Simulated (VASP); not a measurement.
## BAs: single point with r2SCAN

BAs:

```
CELL_PARAMETERS angstrom
0.00000 2.32011 2.42497
2.32011 0.00000 2.42497
2.32011 2.32011 0.00000
ATOMIC_POSITIONS crystal
B 0.00000 0.00000 0.00000
As 0.25000 0.25000 0.25000
```

This cell differs from its parent crystal: epitaxial xy strain -3.0%.

```yaml
Program: VASP 6.6.1
Task: single point
Functional: r2SCAN
Potentials_or_basis: VASP PAW PBE potentials, release 64 (B, As)
Cutoff: 550 eV
k_mesh: 10 × 10 × 10
Occupations: gaussian, width 0.01 eV
Spin: no spin polarisation
```

* Pressure: 7.7 GPa
* Band gap on the k mesh: 0.96 eV, indirect (least direct gap 3.24 eV)

Stress tensor (GPa, compression positive):
```
11.33  0.00  0.00
 0.00 11.33  0.00
 0.00  0.00  0.37
```

Levels at points of the mesh, in eV from the valence-band top:
| k point | band 2 | band 3 | band 4 | band 5 | band 6 | band 7 |
| --- | --- | --- | --- | --- | --- | --- |
| (0.00, 0.00, 0.00) | -0.49 | 0.00 | 0.00 | 3.24 | 3.24 | 3.55 |
| (0.50, 0.00, 0.00) | -9.74 | -2.48 | -1.88 | 2.92 | 4.91 | 5.14 |
| (0.50, 0.50, 0.00) | -9.73 | -4.36 | -4.36 | 1.76 | 1.92 | 12.39 |
| (0.50, 0.00, 0.50) | -9.35 | -4.85 | -4.76 | 1.22 | 1.29 | 11.97 |

Wall time 86 s on 1 thread of AMD EPYC 9R45 96-Core Processor (Zen 5), with other jobs on the host, peak memory 0.16 GiB.

Caveat: the cell differs from its parent crystal (epitaxial xy strain -3.0%); the PAW data sets were made with another functional, which shifts forces and pressure a little. A k mesh can miss the band edges.
